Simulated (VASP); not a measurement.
# SiC (P1) in VASP: notebook

The runs below take SiC through single point, with PBEsol.

Everything below comes from runs of VASP 6.6.1. Logs are shortened: lines on timing, memory, paths and dates and some standing lists are left out, and cuts for length are marked.

### Step 1. The cell of the first run

The typed cell holds 2 atoms: a = 3.081 Å, b = 3.081 Å, c = 3.081 Å, α = 60.00°, β = 60.00°, γ = 60.00°.

### Step 2. Single point, PBEsol (mode 4 frozen in at -0.060 Å and mode 5 at -0.036 Å (largest displacements))

Contents of INCAR:

```
SYSTEM = SiC
ALGO     = Normal         ! electronic algorithm
EDIFF    = 1E-6           ! SCF threshold, eV
ENCUT    = 520            ! plane-wave cutoff, eV
GGA      = PS             ! functional
ISIF     = 2              ! what is computed and relaxed
ISMEAR   = 0              ! smearing method
LASPH    = .True.         ! aspherical terms in the spheres
LCHARG   = .False.        ! write CHGCAR
LREAL    = .False.        ! projectors in reciprocal space
LWAVE    = .False.        ! write WAVECAR
NBANDS   = 11             ! bands
NELM     = 100            ! most SCF steps
PREC     = Accurate       ! precision mode
SIGMA    = 0.05           ! smearing width, eV
```

Contents of KPOINTS:

```
k-points
0
Gamma
  10 10 10
  0 0 0
```

Contents of POSCAR:

```
SiC
1.0
    0.0000000000      2.1783895848      2.1783895848
    2.1783895848      0.0000000000      2.1783895848
    2.1783895848      2.1783895848      0.0000000000
Si C
1 1
Direct
   -0.0023558652      0.0094234607      0.0023558652
    0.7555086565      0.7279653739      0.7444913435
```

Potentials or basis: VASP PAW PBE potentials, release 64 (Si, C).

The run is started by

```bash
$ cat potpaw_PBE.64/Si/POTCAR potpaw_PBE.64/C/POTCAR > POTCAR
$ mpirun -np 1 vasp_std > vasp.out
```

OUTCAR:

```text
SYSTEM = SiC
   EDIFF = 1E-6
   ENCUT = 520
   GGA = PS
   ISIF = 2
   ISMEAR = 0
   LASPH = .True.
   LREAL = .False.
   NELM = 100
   PREC = Accurate

 ion  position               nearest neighbor table
   1  0.998  0.009  0.002-   2 1.81   2 1.87   2 1.91   2 1.97
   2  0.756  0.728  0.744-   1 1.81   1 1.87   1 1.91   1 1.97

  LATTYP: Found a face centered cubic cell.
 ALAT       =     4.3567791696

  Lattice vectors:

 A1 = (   0.0000000000,   2.1783895848,   2.1783895848)
 A2 = (   2.1783895848,   0.0000000000,   2.1783895848)
 A3 = (   2.1783895848,   2.1783895848,   0.0000000000)

Analysis of symmetry for initial positions (statically):
=====================================================================
 Subroutine PRICEL returns:
 Original cell was already a primitive cell.

 Routine SETGRP: Setting up the symmetry group for a
 face centered cubic supercell.

 Subroutine GETGRP returns: Found  1 space group operations
 (whereof  1 operations were pure point group operations)
 out of a pool of 48 trial point group operations.

The static configuration has the point symmetry C_1 .

Analysis of symmetry for dynamics (positions and initial velocities):
=====================================================================
 Subroutine PRICEL returns:
 Original cell was already a primitive cell.

 Routine SETGRP: Setting up the symmetry group for a
 face centered cubic supercell.

 Subroutine GETGRP returns: Found  1 space group operations
 (whereof  1 operations were pure point group operations)
 out of a pool of 48 trial point group operations.

The dynamic configuration has the point symmetry C_1 .

 Subroutine INISYM returns: Found  1 space group operations
 (whereof  1 operations are pure point group operations),
 and found     1 'primitive' translations

----------------------------------------------------------------------------------------

                                     Primitive cell

  volume of cell :      20.6746

  direct lattice vectors                    reciprocal lattice vectors
     0.000000000  2.178389585  2.178389585    -0.229527355  0.229527355  0.229527355
     2.178389585  0.000000000  2.178389585     0.229527355 -0.229527355  0.229527355
     2.178389585  2.178389585  0.000000000     0.229527355  0.229527355 -0.229527355

  length of vectors
     3.080708095  3.080708095  3.080708095     0.397553041  0.397553041  0.397553041

  position of ions in fractional coordinates (direct lattice)
     0.997644135  0.009423461  0.002355865
     0.755508656  0.727965374  0.744491344

  ion indices of the primitive-cell ions
[... 79 lines left out ...]
   IBRION =     -1    ionic relax: 0-MD 1-quasi-New 2-CG
   NFREE  =      0    steps in history (QN), initial steepest desc. (CG)
   ISIF   =      2    stress and relaxation
   ISYM   =      2    0-nonsym 1-usesym 2-fastsym
   POTIM  = 0.5000    time-step for ionic-motion
   TEBEG  =    0.0;   TEEND  =   0.0 temperature during run
   PSTRESS=    0.0 pullay stress
   NELECT =       8.0000    total number of electrons
   NUPDOWN=      -1.0000    fix difference up-down
   EMIN   =  10.00;   EMAX   =-10.00  energy-range for DOS
   EFERMI =   0.00;   METHOD = LEGACY
   ISMEAR =     0;   SIGMA  =   0.05  broadening in eV -4-tet -1-fermi 0-gaus
   EFERMI_NEDOS =   21; number of points for ismear=-14 and -15
   IALGO  =     38    algorithm
   IMIX   =      4    mixing-type and parameters
     AMIX     =   0.40;   BMIX     =  1.00
     AMIX_MAG =   1.60;   BMIX_MAG =  1.00
  volume/ion in A,a.u.               =      10.34        69.76
  Fermi-wavevector in a.u.,A,eV,Ry     =   1.192960  2.254368 19.363185  1.423154
  Thomas-Fermi vector in A             =   2.328986
   LORBIT       =      0    0 simple, 1 ext, 2 COOP (PROOUT), +10 PAW based schemes
   GGA     = PS    functional components
   LHFCALC =     F    Hartree Fock is set to
   AEXX    =    0.0000 exact exchange contribution
   IVDW    =     0    specifies the selected vdW correction
   LEPSILON=     F    determine dielectric tensor
   LRPA    =     F    only Hartree local field effects (RPA)
 non-spin polarized calculation
 Gauss-broadening in eV      SIGMA  =   0.05
  energy-cutoff  :      520.00
  volume of cell :       20.67
 maximum number of plane-waves:       568
   NGX = 11   NGY = 11   NGZ = 11

 number of electron       8.0000000 magnetization

 Free energy of the ion-electron system (eV)
  ---------------------------------------------------
  ext. energy  EPLUGINS =         0.00000000
  ---------------------------------------------------
  free energy    TOTEN  =       -15.81896975 eV

  energy without entropy =      -15.81896975  energy(sigma->0) =      -15.81896975

 E-fermi :   8.7375     XC(G=0): -11.5084

 val. band max:        8.5057794029   @ k =   0.0000   0.0000   0.0000
 cond. band min:       9.2701578685   @ k =   0.5000   0.0000   0.5000
 fundamental gap:      0.7643784656
 Fermi energy:         8.7375375883

 k-point     1 :       0.0000    0.0000    0.0000
  band No.  band energies     occupation
      1      -7.3718      2.00000
      2       7.5729      2.00000
      3       8.0722      2.00000
      4       8.5058      2.00000
      5      14.2152      0.00000
      6      15.1664      0.00000
      7      15.2890      0.00000
      8      15.5423      0.00000
      9      22.5030      0.00000
     10      22.5075      0.00000
     11      24.2831      0.00000
[... 309 lines left out ...]
 k-point    24 :       0.1000    0.0000    0.1000
  band No.  band energies     occupation
      1      -7.1103      2.00000
      2       6.9604      2.00000
      3       7.5923      2.00000
      4       7.9008      2.00000
      5      14.4549      0.00000
      6      14.9535      0.00000
      7      15.9955      0.00000
      8      16.1583      0.00000
      9      20.1005      0.00000
     10      22.8045      0.00000
     11      25.2421      0.00000

 [... further k-points ...]
[... 5 lines left out ...]
  --------------------------------------------------------------------------------------
  -------------------------------------------------------------------------------------
  Total        0.1014006      0.2820606      0.2150510     -0.4564445     -0.7506484      0.1703202
  in kB        7.8580427     21.8583021     16.6653839    -35.3721866    -58.1715295     13.1989691
  external PRESSURE =      15.4605762 kB  Pullay stress =       0.0000000 kB

 VOLUME and BASIS-vectors are now :
 -----------------------------------------------------------------------------
  energy-cutoff  :      520.00
  volume of cell :       20.67
      direct lattice vectors                 reciprocal lattice vectors
     0.000000000  2.178389585  2.178389585    -0.229527355  0.229527355  0.229527355
     2.178389585  0.000000000  2.178389585     0.229527355 -0.229527355  0.229527355
     2.178389585  2.178389585  0.000000000     0.229527355  0.229527355 -0.229527355

 POSITION                                       TOTAL-FORCE (eV/Angst)
 -----------------------------------------------------------------------------------
      0.02566      2.17839      2.19379        -1.642352      0.306612     -1.004498
      3.20758      3.26758      3.23158         1.642352     -0.306612      1.004498
 -----------------------------------------------------------------------------------
    total drift:                                0.000113     -0.000014      0.000010

  FREE ENERGIE OF THE ION-ELECTRON SYSTEM (eV)
  ---------------------------------------------------
  free  energy   TOTEN  =       -15.8189697466 eV

  energy  without entropy=      -15.8189697466  energy(sigma->0) =      -15.81896975
```

stdout:

```text
POSCAR found type information on POSCAR SiC
 POSCAR found :  2 types and       2 ions
 scaLAPACK will be used
 -----------------------------------------------------------------------------
|                                                                             |
|                                                                             |
|     You enforced a specific xc type in the INCAR file but a different       |
|     I HOPE YOU KNOW WHAT YOU ARE DOING!                                     |
|                                                                             |
 -----------------------------------------------------------------------------

 LDA part: xc-table for (Slater+PW92), standard interpolation
 POSCAR, INCAR and KPOINTS ok, starting setup
 FFT: planning ... GRIDC
 FFT: planning ... GRID_SOFT
 FFT: planning ... GRID
 WAVECAR not read
 entering main loop
```

Wall time 2.6 min (1 thread of AMD EPYC 7R43 (Zen 3), shared host); peak memory 0.19 GiB.

What came out:

```
Free energy            : -15.8190 eV
Pressure               : 1.5 GPa
Largest force          : 1.949 eV/Å
Band gap on the k mesh : 0.76 eV, indirect (least direct gap 4.22 eV)
```

Forces in eV/Å, atoms in the order of the input:
```
Si  -1.642  0.307 -1.004
C    1.642 -0.307  1.004
```

Caveat: the cell differs from its parent crystal (mode 4 frozen in at -0.060 Å and mode 5 at -0.036 Å (largest displacements)); the PAW data sets were made with another functional, which shifts forces and pressure a little.

### Step 3. Single point, PBEsol (mode 4 frozen in at -0.036 Å and mode 5 at -0.012 Å (largest displacements))

Contents of INCAR:

```
SYSTEM = SiC
ALGO = Normal
EDIFF = 1E-6
ENCUT = 520
GGA = PS
ISIF = 2
ISMEAR = 0
LASPH = .TRUE.
LCHARG = .FALSE.
LREAL = .FALSE.
LWAVE = .FALSE.
NBANDS = 11
NELM = 60
PREC = Accurate
SIGMA = 0.05
```

Contents of KPOINTS:

```
k-points
0
G
  10 10 10
  0 0 0
```

Contents of POSCAR:

```
SiC
1.0
    0.0000000000      2.1783895848      2.1783895848
    2.1783895848      0.0000000000      2.1783895848
    2.1783895848      2.1783895848      0.0000000000
Si C
1 1
Direct
   -0.0023558652      0.0047117304      0.0023558652
    0.7555086565      0.7389826870      0.7444913435
```

Potentials or basis: VASP PAW PBE potentials, release 64 (Si, C).

The run is started by

```bash
$ cat potpaw_PBE.64/Si/POTCAR potpaw_PBE.64/C/POTCAR > POTCAR
$ mpirun -np 1 vasp_std > vasp.out
```

Wall time 2.9 min (1 thread of AMD EPYC 7R43 (Zen 3), shared host); peak memory 0.18 GiB.

Results (log left out):

```yaml
Free_energy: -15.8868 eV
Pressure: 0.7 GPa
Largest_force: 1.041 eV/Å
Band_gap_on_the_k_mesh: 0.98 eV, indirect (least direct gap 4.32 eV)
```

Forces in eV/Å, atoms in the order of the input:
```
Si  -0.985  0.061 -0.331
C    0.985 -0.061  0.331
```

Stress tensor (GPa, compression positive):
```
 0.40 -1.16  0.26
-1.16  0.89 -3.44
 0.26 -3.44  0.84
```

Levels at points of the mesh, in eV from the valence-band top:
| k point | band 1 | band 2 | band 3 | band 4 | band 5 | band 6 | band 7 | band 8 |
| --- | --- | --- | --- | --- | --- | --- | --- | --- |
| (0.00, 0.00, 0.00) | -15.68 | -0.51 | -0.24 | 0.00 | 5.94 | 6.91 | 7.00 | 7.12 |
| (0.50, 0.00, 0.00) | -12.10 | -8.78 | -1.53 | -1.14 | 5.12 | 6.64 | 7.09 | 9.67 |
| (0.00, 0.50, 0.00) | -12.02 | -8.99 | -1.37 | -1.10 | 5.12 | 6.79 | 7.13 | 9.66 |
| (0.00, 0.00, 0.50) | -12.05 | -8.92 | -1.45 | -1.08 | 5.12 | 6.70 | 7.16 | 9.66 |
| (0.50, 0.50, 0.50) | -12.13 | -8.72 | -1.52 | -1.22 | 5.13 | 6.66 | 7.00 | 9.67 |
| (0.50, 0.50, 0.00) | -10.61 | -8.09 | -3.49 | -3.41 | 0.98 | 3.94 | 13.71 | 13.73 |
| (0.00, 0.50, 0.50) | -10.62 | -8.07 | -3.59 | -3.34 | 0.98 | 3.96 | 13.71 | 13.72 |
| (0.50, 0.00, 0.50) | -10.61 | -8.09 | -3.46 | -3.45 | 0.98 | 3.94 | 13.72 | 13.73 |

Caveat: the cell differs from its parent crystal (mode 4 frozen in at -0.036 Å and mode 5 at -0.012 Å (largest displacements)); the PAW data sets were made with another functional, which shifts forces and pressure a little. A k mesh can miss the band edges.

### Step 4. Single point, PBEsol (mode 4 frozen in at -0.060 Å and mode 5 at -0.012 Å (largest displacements))

Contents of INCAR:

```
SYSTEM = SiC
PREC = Accurate
ENCUT = 520
EDIFF = 1E-7
ISMEAR = 0
SIGMA = 0.05
LREAL = .FALSE.
LASPH = .TRUE.
NELM = 100
ALGO = Normal
ISIF = 2
LWAVE = .FALSE.
LCHARG = .FALSE.
GGA = PS
NBANDS = 11
```

Contents of KPOINTS:

```
regular mesh
0
G
  10 10 10
  0 0 0
```

Contents of POSCAR:

```
SiC
1.0
    0.0000000000      2.1783895848      2.1783895848
    2.1783895848      0.0000000000      2.1783895848
    2.1783895848      2.1783895848      0.0000000000
Si C
1 1
Direct
   -0.0047117304      0.0070675955      0.0047117304
    0.7610173130      0.7334740304      0.7389826870
```

The run is started by

```bash
$ cat potpaw_PBE.64/Si/POTCAR potpaw_PBE.64/C/POTCAR > POTCAR
$ mpirun -np 1 vasp_std > vasp.out
```

Run time: 58 s. Hardware: 1 thread of AMD EPYC 9R45 (Zen 5), shared host; peak memory 0.19 GiB.

It converged, with:

| Quantity | Value |
| --- | --- |
| Free energy | -15.8419 eV |
| Pressure | 1.3 GPa |
| Largest force | 1.669 eV/Å |
| Band gap on the k mesh | 0.83 eV, indirect (least direct gap 4.24 eV) |

Forces on the atoms (eV/Å):
```
Si  -1.631  0.102 -0.336
C    1.631 -0.102  0.336
```

Stress tensor (GPa, compression positive):
```
 0.36 -1.18  0.44
-1.18  1.74 -5.76
 0.44 -5.76  1.68
```

Levels at points of the mesh, in eV from the valence-band top:
```tsv
k point	band 2	band 3	band 4	band 5	band 6	band 7
(0.00, 0.00, 0.00)	-0.82	-0.37	0.00	5.78	6.72	6.85
(0.50, 0.00, 0.00)	-8.86	-1.82	-1.20	4.96	6.36	7.04
(0.00, 0.50, 0.00)	-9.20	-1.57	-1.12	4.96	6.56	7.15
(0.00, 0.00, 0.50)	-9.13	-1.65	-1.10	4.95	6.47	7.18
(0.50, 0.50, 0.50)	-8.79	-1.80	-1.28	4.98	6.38	6.95
(0.50, 0.50, 0.00)	-8.24	-3.62	-3.54	0.83	3.77	13.56
(0.00, 0.50, 0.50)	-8.20	-3.82	-3.40	0.83	3.82	13.56
(0.50, 0.00, 0.50)	-8.24	-3.59	-3.57	0.83	3.77	13.57
```

Caveat: the cell differs from its parent crystal (mode 4 frozen in at -0.060 Å and mode 5 at -0.012 Å (largest displacements)); the PAW data sets were made with another functional, which shifts forces and pressure a little. A k mesh can miss the band edges.

(Continued in part 2 of 2.)
